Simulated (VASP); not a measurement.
**Sb: single point with RPBE+D4**

Sb:

```
Sb
1.0
     2.15420    1.24373    3.75800
    -2.15420    1.24373    3.75800
     0.00000   -2.48746    3.75800
Sb
2
Direct
  0.76651 0.76651 0.76651
  0.23349 0.23349 0.23349
```

```yaml
Program: VASP 6.6.1
Task: single point
Functional: RPBE
Dispersion: D4
Potentials_or_basis: VASP PAW PBE potentials, release 64 (Sb)
Cutoff: 520 eV
k_mesh: 8 × 8 × 8
Occupations: fermi-dirac, width 0.05 eV
Spin: no spin polarisation
Dipole_correction: no
Further_INCAR_settings: ALGO = Normal; EDIFF = 1e-06; NBANDS = 12
```

```yaml
Pressure: -1.3 GPa
Largest_force: 0.261 eV/Å
Band_gap_on_the_k_mesh: zero (band 5 reaches 7.50 eV, above the bottom of band 6 at 7.21 eV)
Dispersion_energy_per_atom: -0.935 eV
```

Forces on the atoms (eV/Å):
```
Sb   0.000  0.000 -0.261
Sb   0.000  0.000  0.261
```

Stress tensor (GPa, compression positive):
```
-1.05  0.00  0.00
 0.00 -1.05  0.00
 0.00  0.00 -1.66
```

Levels at points of the mesh, in eV from the Fermi level:
```csv
k point,band 2,band 3,band 4,band 5,band 6,band 7,band 8,band 9
"(0.00, 0.00, 0.00)",-4.86,-2.18,-1.92,-1.92,1.95,2.59,2.59,4.97
"(0.50, 0.00, 0.00)",-9.72,-2.07,-1.94,-0.39,-0.29,0.11,0.40,7.50
"(0.50, 0.50, 0.00)",-8.09,-5.53,-3.86,-3.78,1.43,4.85,5.44,6.87
"(0.50, 0.50, 0.50)",-9.06,-1.44,-1.44,-0.56,0.03,0.03,1.05,6.93
```

Run time: 22 s on 1 thread of Intel(R) Xeon(R) 6975P-C (Granite Rapids) (shared host), peak memory 0.21 GiB.

Caveat: the PAW data sets were made with another functional, which shifts forces and pressure a little; spin-orbit coupling is left out, which moves the levels of the heavy elements; pairwise dispersion overbinds metals, which lowers pressure and volume.
